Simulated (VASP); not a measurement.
# Y2ScAs3 (R-3m) in VASP: a series of runs, part 2 of 2

VASP 6.6.1.

## Step 3: Single point, PBE

This run uses another cell than the first one, of 29.44 Å³/atom.

Contents of INCAR:

```
PREC = Accurate ; ENCUT = 520
EDIFF = 1E-7 ; ISMEAR = 0
SIGMA = 0.1 ; LREAL = F
LASPH = T ; NELM = 60
ALGO = Normal ; ISIF = 2
LWAVE = F ; LCHARG = T
GGA = PE ; LELF = T
LVHAR = T ; NBANDS = 33
```

Contents of KPOINTS:

```
regular mesh
0
Gamma
  6 6 6
```

Contents of POSCAR:

```
Y2ScAs3
1.0
    2.9171661724      1.6842266749      5.9929793624
   -2.9171661724      1.6842266749      5.9929793624
    0.0000000000     -3.3684533498      5.9929793624
Y Sc As
2 1 3
Direct
    0.7887121571      0.7887121571      0.7887121571
    0.2112878429      0.2112878429      0.2112878429
    0.0000000000      0.0000000000      0.0000000000
    0.5000000000      0.5000000000      0.0000000000
    0.0000000000      0.5000000000      0.5000000000
    0.5000000000      0.0000000000      0.5000000000
```

Potentials or basis: VASP PAW PBE potentials, release 64 (Y_sv, Sc_sv, As).

Run with:

```
$ cat potpaw_PBE.64/Y_sv/POTCAR potpaw_PBE.64/Sc_sv/POTCAR potpaw_PBE.64/As/POTCAR > POTCAR
$ mpirun -np 1 vasp_std > vasp.out
```

OUTCAR:

```text
PREC = Accurate
   ENCUT = 520
   EDIFF = 1E-7
   ISMEAR = 0
   LREAL = F
   LASPH = T
   NELM = 60
   ISIF = 2
   GGA = PE

 ion  position               nearest neighbor table
   1  0.789  0.789  0.789-   4 2.77   5 2.77   6 2.77   2 3.73   2 3.73   2 3.73   3 3.80
   2  0.211  0.211  0.211-   4 2.77   5 2.77   6 2.77   1 3.73   1 3.73   1 3.73   3 3.80
   3  0.000  0.000  0.000-   5 2.92   6 2.92   5 2.92   6 2.92   4 2.92   4 2.92   1 3.80   2 3.80

   4  0.500  0.500  0.000-   1 2.77   2 2.77   5 2.92   6 2.92   6 2.92   5 2.92   3 2.92   3 2.92

   5  0.000  0.500  0.500-   1 2.77   2 2.77   3 2.92   4 2.92   3 2.92   4 2.92   6 2.92   6 2.92

   6  0.500  0.000  0.500-   1 2.77   2 2.77   3 2.92   4 2.92   4 2.92   3 2.92   5 2.92   5 2.92

  LATTYP: Found a trigonal (rhomboedric) cell.
 ALAT       =     6.8747566945
 COS(alpha) =     0.6398879382

  Lattice vectors:

 A1 = (   2.9171661724,   1.6842266749,   5.9929793624)
 A2 = (  -2.9171661724,   1.6842266749,   5.9929793624)
 A3 = (   0.0000000000,  -3.3684533498,   5.9929793624)

Analysis of symmetry for initial positions (statically):
=====================================================================
 Subroutine PRICEL returns:
 Original cell was already a primitive cell.

 Routine SETGRP: Setting up the symmetry group for a
 trigonal (rhombohedral) supercell.

 Subroutine GETGRP returns: Found 12 space group operations
 (whereof 12 operations were pure point group operations)
 out of a pool of 12 trial point group operations.

The static configuration has the point symmetry D_3d.

Analysis of symmetry for dynamics (positions and initial velocities):
=====================================================================
 Subroutine PRICEL returns:
 Original cell was already a primitive cell.

 Routine SETGRP: Setting up the symmetry group for a
 trigonal (rhombohedral) supercell.

 Subroutine GETGRP returns: Found 12 space group operations
 (whereof 12 operations were pure point group operations)
 out of a pool of 12 trial point group operations.

The dynamic configuration has the point symmetry D_3d.

 Subroutine INISYM returns: Found 12 space group operations
 (whereof 12 operations are pure point group operations),
 and found     1 'primitive' translations

----------------------------------------------------------------------------------------

                                     Primitive cell

  volume of cell :     176.6671

  direct lattice vectors                    reciprocal lattice vectors
     2.917166172  1.684226675  5.992979362     0.171399218  0.098957385  0.055620638
    -2.917166172  1.684226675  5.992979362    -0.171399218  0.098957385  0.055620638
     0.000000000 -3.368453350  5.992979362     0.000000000 -0.197914769  0.055620638

  length of vectors
     6.874756694  6.874756694  6.874756694     0.205581884  0.205581884  0.205581884

  position of ions in fractional coordinates (direct lattice)
     0.788712157  0.788712157  0.788712157
     0.211287843  0.211287843  0.211287843
     0.000000000  0.000000000  0.000000000
     0.500000000  0.500000000  0.000000000
     1.000000000  0.500000000  0.500000000
     0.500000000  1.000000000  0.500000000

  ion indices of the primitive-cell ions
   primitive index   ion index
[... 29 lines left out ...]
 ===========================================

 Found     32 irreducible k-points:

 Following reciprocal coordinates:
            Coordinates               Weight
  0.000000  0.000000  0.000000      1.000000
  0.166667 -0.000000 -0.000000      6.000000
  0.333333 -0.000000 -0.000000      6.000000
  0.500000 -0.000000 -0.000000      3.000000
  0.166667  0.166667  0.000000      6.000000
  0.333333  0.166667 -0.000000     12.000000
[... 16 lines left out ...]
  0.500000  0.500000  0.166667      6.000000
 -0.333333  0.500000  0.166667     12.000000
 [... further k-points ...]
   k-points           NKPTS =     32   k-points in BZ     NKDIM =     32   number of bands    NBANDS=     33
   number of dos      NEDOS =    301   number of ions     NIONS =      6
   total plane-waves  NPLWV = 157464
   dimension x,y,z NGX =    54 NGY =   54 NGZ =   54
   dimension x,y,z NGXF=   108 NGYF=  108 NGZF=  108
   ions per type =               2   1   3
   NGX,Y,Z   is equivalent  to a cutoff of  13.06, 13.06, 13.06 a.u.
   NGXF,Y,Z  is equivalent  to a cutoff of  26.12, 26.12, 26.12 a.u.
 SYSTEM =  unknown system
   PREC   = accura    normal or accurate (medium, high low for compatibility)
   ISTART =      0    job   : 0-new  1-cont  2-samecut
   ICHARG =      2    charge: 1-file 2-atom 10-const
   ISPIN  =      1    spin polarized calculation?
   LNONCOLLINEAR =      F non collinear calculations
   LSORBIT =      F    spin-orbit coupling
   LASPH  =      T    aspherical Exc in radial PAW
   ENCUT  =  520.0 eV  38.22 Ry    6.18 a.u.  12.78 12.78 12.78*2*pi/ulx,y,z
   NELM   =     60;   NELMIN=  2; NELMDL= -5     # of ELM steps
   EDIFF  = 0.1E-06   stopping-criterion for ELM
   LREAL  =      F    real-space projection
   EDIFFG = 0.1E-05   stopping-criterion for IOM
   NSW    =      0    number of steps for IOM
   IBRION =     -1    ionic relax: 0-MD 1-quasi-New 2-CG
   NFREE  =      0    steps in history (QN), initial steepest desc. (CG)
   ISIF   =      2    stress and relaxation
   ISYM   =      2    0-nonsym 1-usesym 2-fastsym
   POTIM  = 0.5000    time-step for ionic-motion
   TEBEG  =    0.0;   TEEND  =   0.0 temperature during run
   PSTRESS=    0.0 pullay stress
   NELECT =      48.0000    total number of electrons
   NUPDOWN=      -1.0000    fix difference up-down
   EMIN   =  10.00;   EMAX   =-10.00  energy-range for DOS
   EFERMI =   0.00;   METHOD = LEGACY
   ISMEAR =     0;   SIGMA  =   0.10  broadening in eV -4-tet -1-fermi 0-gaus
   EFERMI_NEDOS =   21; number of points for ismear=-14 and -15
   IALGO  =     38    algorithm
   IMIX   =      4    mixing-type and parameters
     AMIX     =   0.40;   BMIX     =  1.00
     AMIX_MAG =   1.60;   BMIX_MAG =  1.00
  volume/ion in A,a.u.               =      29.44       198.70
  Fermi-wavevector in a.u.,A,eV,Ry     =   1.060319  2.003713 15.296717  1.124277
  Thomas-Fermi vector in A             =   2.195696
   LORBIT       =      0    0 simple, 1 ext, 2 COOP (PROOUT), +10 PAW based schemes
   GGA     = PE    functional components
   LHFCALC =     F    Hartree Fock is set to
   AEXX    =    0.0000 exact exchange contribution
   IVDW    =     0    specifies the selected vdW correction
   LEPSILON=     F    determine dielectric tensor
   LRPA    =     F    only Hartree local field effects (RPA)
 non-spin polarized calculation
 Gauss-broadening in eV      SIGMA  =   0.10
  energy-cutoff  :      520.00
  volume of cell :      176.67
 maximum number of plane-waves:      4782
 NGX is ok and might be reduce to    54
   NGX = 25   NGY = 25   NGZ = 25

 number of electron      47.9999999 magnetization

 Free energy of the ion-electron system (eV)
  ---------------------------------------------------
  ext. energy  EPLUGINS =         0.00000000
  ---------------------------------------------------
  free energy    TOTEN  =       -34.77392839 eV

  energy without entropy =      -34.73769954  energy(sigma->0) =      -34.75581397

 E-fermi :   3.1128     XC(G=0):  -8.9458

 val. band max:        3.1097111485   @ k =   0.5000   0.3333   0.3333
 cond. band min:       3.1219052060   @ k =   0.1667   0.1667   0.0000
 fundamental gap:      0.0121940576
 Fermi energy:         3.1128329244

 k-point     1 :       0.0000    0.0000    0.0000
  band No.  band energies     occupation
      1     -46.8282      2.00000
      2     -39.9162      2.00000
      3     -39.8974      2.00000
      4     -25.4531      2.00000
      5     -25.4477      2.00000
      6     -25.4477      2.00000
[... 853 lines left out ...]
     32       5.3961      0.00000
     33       5.5463      0.00000

 [... further k-points ...]
[... 5 lines left out ...]
  --------------------------------------------------------------------------------------
  -------------------------------------------------------------------------------------
  Total       -0.1155514     -0.1155514     -0.3008038      0.0000000      0.0000000      0.0000000
  in kB       -1.0479243     -1.0479243     -2.7279614      0.0000000      0.0000000      0.0000000
  external PRESSURE =      -1.6079367 kB  Pullay stress =       0.0000000 kB

 VOLUME and BASIS-vectors are now :
 -----------------------------------------------------------------------------
  energy-cutoff  :      520.00
  volume of cell :      176.67
      direct lattice vectors                 reciprocal lattice vectors
     2.917166172  1.684226675  5.992979362     0.171399218  0.098957385  0.055620638
    -2.917166172  1.684226675  5.992979362    -0.171399218  0.098957385  0.055620638
     0.000000000 -3.368453350  5.992979362     0.000000000 -0.197914769  0.055620638

 POSITION                                       TOTAL-FORCE (eV/Angst)
 -----------------------------------------------------------------------------------
      0.00000      0.00000     14.18021        -0.000000     -0.000000      0.023682
      0.00000      0.00000      3.79873        -0.000000      0.000000     -0.023682
      0.00000      0.00000      0.00000        -0.000000      0.000000      0.000000
      0.00000      1.68423      5.99298         0.000000      0.000000      0.000000
     -1.45858     -0.84211      5.99298        -0.000000      0.000000      0.000000
      1.45858     -0.84211      5.99298        -0.000000      0.000000      0.000000
 -----------------------------------------------------------------------------------
    total drift:                               -0.000000     -0.000000      0.000000

  FREE ENERGIE OF THE ION-ELECTRON SYSTEM (eV)
  ---------------------------------------------------
  free  energy   TOTEN  =       -34.7739283925 eV

  energy  without entropy=      -34.7376995448  energy(sigma->0) =      -34.75581397
```

Run time: 5 min. Hardware: 1 thread of Intel Xeon Platinum 8488C (Sapphire Rapids), shared host; peak memory 0.52 GiB.

Results:

* Free energy: -34.7739 eV
* Pressure: -0.2 GPa
* Largest force: 0.024 eV/Å
* Band gap on the k mesh: zero (bands 24 and 25 overlap by 0.35 eV)

Forces on the atoms (eV/Å):
```
Y    0.000  0.000  0.024
Y    0.000  0.000 -0.024
Sc   0.000  0.000  0.000
As   0.000  0.000  0.000
As   0.000  0.000  0.000
As   0.000  0.000  0.000
```

Levels at points of the mesh, in eV from the Fermi level:
```csv
k point,band 21,band 22,band 23,band 24,band 25,band 26,band 27,band 28
"(0.00, 0.00, 0.00)",-1.45,-1.45,0.10,0.10,1.10,1.24,1.61,1.61
"(0.50, 0.00, 0.00)",-1.58,-1.54,-1.18,-0.24,-0.17,-0.02,0.28,1.38
"(0.50, 0.50, 0.00)",-1.61,-1.54,-1.41,-0.10,0.07,1.09,1.20,1.21
"(0.50, 0.50, 0.50)",-1.58,-0.85,-0.15,-0.15,0.73,1.54,1.54,1.72
```
